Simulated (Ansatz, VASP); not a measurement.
**ScAl: VASP beside Ansatz**

The input INCAR:

```
SYSTEM = ScAl
PREC = Accurate ; ENCUT = 520
EDIFF = 1E-7 ; ISMEAR = 0
SIGMA = 0.01 ; LREAL = .False.
LASPH = .True. ; NELM = 60
ALGO = Normal ; ISIF = 2
LWAVE = .False. ; LCHARG = .True.
GGA = PS ; LELF = .True.
LVHAR = .True. ; NBANDS = 14
```

KPOINTS

```
Automatic mesh
0
Gamma
  6 6 6
  0 0 0
```

File POSCAR:

```
ScAl
1.0
    3.3703489700      0.0000000000      0.0000000000
    0.0000000000      3.3703489700      0.0000000000
    0.0000000000      0.0000000000      3.3703489700
Sc Al
1 1
Direct
    0.5000000000      0.5000000000      0.5000000000
    0.0000000000      0.0000000000      0.0000000000
```

Input for Ansatz:

```yaml
crystal:
  lattice:
    - [3.37034897, 0.0, 0.0]
    - [0.0, 3.37034897, 0.0]
    - [0.0, 0.0, 3.37034897]
  atoms:
    - { symbol: Sc, position: [0.5, 0.5, 0.5] }
    - { symbol: Al, position: [0.0, 0.0, 0.0] }
basis:
  ecutwfc: 420
kpoints:
  mp_grid: { grid: [6, 6, 6] }
hamiltonian:
  xc: pbesol
scf:
  occupations: { method: gaussian, width: 0.01 }
output:
  forces: true
  stress: true
  eigenvalues: true
```

Alike in both runs: task single point; functional PBEsol; k mesh 6 × 6 × 6; occupations gaussian, width 0.01 eV; no spin polarisation.

|  | VASP | Ansatz |
| --- | --- | --- |
| version | VASP 6.6.1 | Ansatz 0.2.0 |
| potentials or method | VASP PAW PBE potentials, release 64 (Sc_sv, Al), cutoff 520 eV | scalar-relativistic, plane waves, PAW |
| valence electrons in the cell | 14 | 14 |

|  | VASP | Ansatz | Ansatz less VASP |
| --- | --- | --- | --- |
| gap on the k mesh at the Fermi level (eV) | none | none | - |
| pressure (GPa) | -1.7 | -1.8 | -0.12 |

VASP's potentials were made for PBE, not for PBEsol. A gap of «none» marks a metal or a gap that the smearing closes. With one functional, cell and mesh, what is left measures potentials, basis and numerics.
